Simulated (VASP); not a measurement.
Here is a VASP 6.6.1 calculation.

INCAR

```
PREC = Accurate
ENCUT = 520
EDIFF = 1E-6
ISMEAR = -1
SIGMA = 0.02
LREAL = Auto
LASPH = True
NELM = 120
ALGO = Normal
ISIF = 2
LWAVE = False
LCHARG = False
GGA = PE
NBANDS = 64
GGA_COMPAT = False
```

File KPOINTS:

```
regular mesh
0
Gamma
  1 1 1
```

Contents of POSCAR:

```
H6C2O
1.0
    7.2936330000      0.0000000000      0.0000000000
    0.0000000000      7.2936330000      0.0000000000
    0.0000000000      0.0000000000      7.2936330000
C O H
8 4 24
Direct
    0.4710683962      0.0699925538      0.9749873623
    0.6342792405      0.1798554986      0.9903432213
    0.7083986814      0.6623448150      0.2957648130
    0.6564492620      0.7380958159      0.4834901893
    0.3204987144      0.2980270600      0.4850257752
    0.1426175405      0.3261063451      0.3666896867
    0.3364167076      0.5810958681      0.9032261426
    0.1667618867      0.6290829275      0.7984635366
    0.7675598704      0.0527309230      1.0722091446
    0.4825030270      0.6866811094      0.5509737054
    0.1013349589      0.5128171379      0.3126699685
    0.0115854472      0.5038229919      0.8670987421
    0.8755718858      0.1271931286      1.0576484997
    0.6827461705      0.2384545534      0.8445996666
    0.6409974289      0.2980956130      1.0761029517
    0.3581068584      0.1554369407      0.9323063006
    0.4949385306     -0.0229103932      0.8636436739
    0.4474039207     -0.0155889390      1.0915410742
    0.3771371551      0.6858996059      0.4603467161
    0.7622675832      0.6794419187      0.5851679129
    0.6500738384      0.8916132742      0.4532583419
    0.8157662992      0.7131836768      0.2256899956
    0.7310759946      0.5145172509      0.3106545120
    0.5806434187      0.6507593678      0.2259230756
    0.0403091299      0.4989008907      0.1965961271
    0.1371607263      0.2380158146      0.2542628619
    0.0283946286      0.3004264130      0.4649123420
    0.2849608693      0.1998729577      0.6045135531
    0.4474039207      0.2379609723      0.4194480309
    0.3740796939      0.4300463157      0.5407456065
   -0.0744347844      0.5089233308      0.7655444139
    0.1242042203      0.7653113339      0.8207980851
    0.1658432773      0.6234890075      0.6493883090
    0.4475821583      0.6773579093      0.8719797116
    0.3178525709      0.5697983433      1.0463783961
    0.3815930963      0.4456215442      0.8730354269
```

Potentials or basis: VASP PAW PBE potentials, release 64 (C, O, H).

The run is started by

```bash
$ cat potpaw_PBE.64/C/POTCAR potpaw_PBE.64/O/POTCAR potpaw_PBE.64/H/POTCAR > POTCAR
$ mpirun -np 1 vasp_gam > vasp.out
```

What does it give for the pressure?

1.9 GPa.

What does it give for the largest force?

5.224 eV/Å.

Predict the band gap on the k mesh.

4.66 eV.

Stress tensor (GPa, compression positive):
```
 1.88  0.61 -0.89
 0.61  2.22  2.75
-0.89  2.75  1.48
```

Caveat: the k points lie up to 0.86 Å⁻¹ apart.
